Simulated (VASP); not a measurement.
Set up this calculation in VASP 6.6.1, as the native input.

```
Task                   : single point
Functional             : r2SCAN
Potentials or basis    : VASP PAW PBE potentials, release 64 (Au)
Cutoff                 : 520 eV
k mesh                 : 20 × 20 × 20
Occupations            : gaussian, width 0.15 eV
Spin                   : no spin polarisation
Dipole correction      : no
Further INCAR settings : ALGO = Normal; EDIFF = 1e-07; NBANDS = 12
```

Au:

```
Au
1.0
    -1.69870    1.69870    1.69870
     1.69870   -1.69870    1.69870
     1.69870    1.69870   -1.69870
Au
1
Cartesian
  0.0000 0.0000 0.0000
```

This cell differs from its parent crystal: strain +0.025 along x and y, +0.025 along z.

One way to write it, as run:

POSCAR

```
Au
1.0
   -1.6987007250      1.6987007250      1.6987007250
    1.6987007250     -1.6987007250      1.6987007250
    1.6987007250      1.6987007250     -1.6987007250
Au
1
Direct
    0.0000000000      0.0000000000      0.0000000000
```

INCAR.step1

```
  PREC = Accurate
  ENCUT = 520
  ISMEAR = 0
  SIGMA = 0.15
  LREAL = F
  LASPH = T
  NELM = 100
  NBANDS = 12
  GGA = PE
  ALGO = Normal
  EDIFF = 1E-4
  LWAVE = T
  LCHARG = F
```

INCAR.step2

```
  PREC = Accurate
  ENCUT = 520
  EDIFF = 1E-7
  ISMEAR = 0
  SIGMA = 0.15
  LREAL = F
  LASPH = T
  NELM = 100
  ALGO = Normal
  ISIF = 2
  LWAVE = F
  LCHARG = F
  METAGGA = R2SCAN
  LMIXTAU = T
  NBANDS = 12
  ISTART = 1
```

KPOINTS

```
regular mesh
0
Gamma
  20 20 20
```

Potentials or basis: VASP PAW PBE potentials, release 64 (Au).

Command:

```sh
$ cat potpaw_PBE.64/Au/POTCAR > POTCAR
$ cp INCAR.step1 INCAR
$ mpirun -np 1 vasp_std > vasp.out
$ cp INCAR.step2 INCAR
$ mpirun -np 1 vasp_std > vasp.out
```

It gave:

The pressure is -11.6 GPa.

Caveat: the cell differs from its parent crystal (strain +0.025 along x and y, +0.025 along z); the PAW data sets were made with another functional, which shifts forces and pressure a little.

It took 2.1 min on 1 thread of Intel(R) Xeon(R) 6975P-C (Granite Rapids), on a shared host, peak memory 0.19 GiB.
